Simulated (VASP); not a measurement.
A run of VASP 6.6.1 is set up as follows.

File INCAR:

```
PREC     = Accurate       # precision mode
ENCUT    = 520            # plane-wave cutoff, eV
EDIFF    = 1E-6           # SCF threshold, eV
ISMEAR   = 0              # smearing method
SIGMA    = 0.1            # smearing width, eV
LREAL    = False          # projectors in reciprocal space
LASPH    = True           # aspherical terms in the spheres
NELM     = 100            # most SCF steps
ALGO     = Fast           # electronic algorithm
ISIF     = 2              # what is computed and relaxed
LWAVE    = False          # write WAVECAR
LCHARG   = False          # write CHGCAR
GGA      = PE             # functional
NBANDS   = 34             # bands
```

The input KPOINTS:

```
Automatic mesh
0
Gamma
  4 4 4
```

Contents of POSCAR:

```
Li5Ta3
1.0
   -3.1309665494      3.1309665494      3.1309665494
    3.1309665494     -3.1309665494      3.1309665494
    3.1309665494      3.1309665494     -3.1309665494
Li Ta
5 3
Direct
    0.0000000000      0.0000000000      0.0000000000
    0.0000000000      0.0000000000      0.5000000000
    0.0000000000      0.5000000000      0.0000000000
    0.5000000000      0.0000000000      0.0000000000
    0.5000000000      0.5000000000      0.5000000000
    0.0000000000      0.5000000000      0.5000000000
    0.5000000000      0.5000000000      0.0000000000
    0.5000000000      0.0000000000      0.5000000000
```

Potentials or basis: VASP PAW PBE potentials, release 64 (Li_sv, Ta_pv).

Command:

```console
$ cat potpaw_PBE.64/Li_sv/POTCAR potpaw_PBE.64/Ta_pv/POTCAR > POTCAR
$ mpirun -np 1 vasp_std > vasp.out
```

Question: Predict the band gap on the k mesh.

Answer: Zero (band 24 reaches 3.82 eV, above the bottom of band 25 at 3.29 eV).

Caveat: spin-orbit coupling is left out, which moves the levels of the heavy elements.
